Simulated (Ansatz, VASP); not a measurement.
## One calculation of Si2Mo, two programs

INCAR

```
PREC = Accurate
ENCUT = 520
EDIFF = 1E-6
ISMEAR = 0
SIGMA = 0.15
LREAL = False
LASPH = True
NELM = 100
ALGO = Normal
ISIF = 2
LWAVE = False
LCHARG = True
GGA = PS
LELF = True
LVHAR = True
NBANDS = 18
```

Contents of KPOINTS:

```
regular mesh
0
Gamma
  18 18 18
```

The input POSCAR:

```
Si2Mo
1.0
   -1.5951226549      1.5951226549      3.9109090651
    1.5951226549     -1.5951226549      3.9109090651
    1.5951226549      1.5951226549     -3.9109090651
Si Mo
2 1
Direct
    0.3350567058      0.2841201839     -0.0509365219
    0.6649432942      0.6676076661      0.0026643719
    0.0000000000      0.0141294771      0.0141294771
```

Input for Ansatz:

```yaml
crystal:
  lattice:
    - [-1.5951226549, 1.5951226549, 3.9109090651]
    - [1.5951226549, -1.5951226549, 3.9109090651]
    - [1.5951226549, 1.5951226549, -3.9109090651]
  atoms:
    - { symbol: Si, position: [0.3350567058, 0.2841201839, -0.0509365219] }
    - { symbol: Si, position: [0.6649432942, 0.6676076661, 0.0026643719] }
    - { symbol: Mo, position: [0.0, 0.0141294771, 0.0141294771] }
basis:
  ecutwfc: 420
kpoints:
  mp_grid: { grid: [18, 18, 18] }
hamiltonian:
  xc: pbesol
  pseudopotentials: { kind: paw, azcp: { folder: soft_1 } }
scf:
  occupations: { method: gaussian, width: 0.15 }
output:
  forces: true
  stress: true
  eigenvalues: true
```

Change from the starting cell: mode 4 frozen in at -0.077 Å and mode 7 at -0.086 Å (largest displacements).

Alike in both runs: task single point; functional PBEsol; k mesh 18 × 18 × 18; occupations gaussian, width 0.15 eV; no spin polarisation.

|  | VASP | Ansatz |
| --- | --- | --- |
| version | VASP 6.6.1 | Ansatz 0.2.0 |
| potentials or method | VASP PAW PBE potentials, release 64 (Si, Mo_sv), cutoff 520 eV | scalar-relativistic, plane waves, PAW |
| valence electrons in the cell | 22 | 22 |

```csv
,VASP,Ansatz,Ansatz less VASP
gap on the k mesh at the Fermi level (eV),none,none,-
pressure (GPa),2.4,2.1,-0.35
"traceless stress, the component that is largest in VASP (GPa)",1.20,1.19,-0.011
rms of the force components (eV/Å),0.700,0.695,-0.0047
```

VASP's potentials were made for PBE, not for PBEsol, and Ansatz warns of the same on its side. Atom by atom the forces differ by 0.006 eV/Å (rms over components). A gap of «none» marks a metal or a gap that the smearing closes.
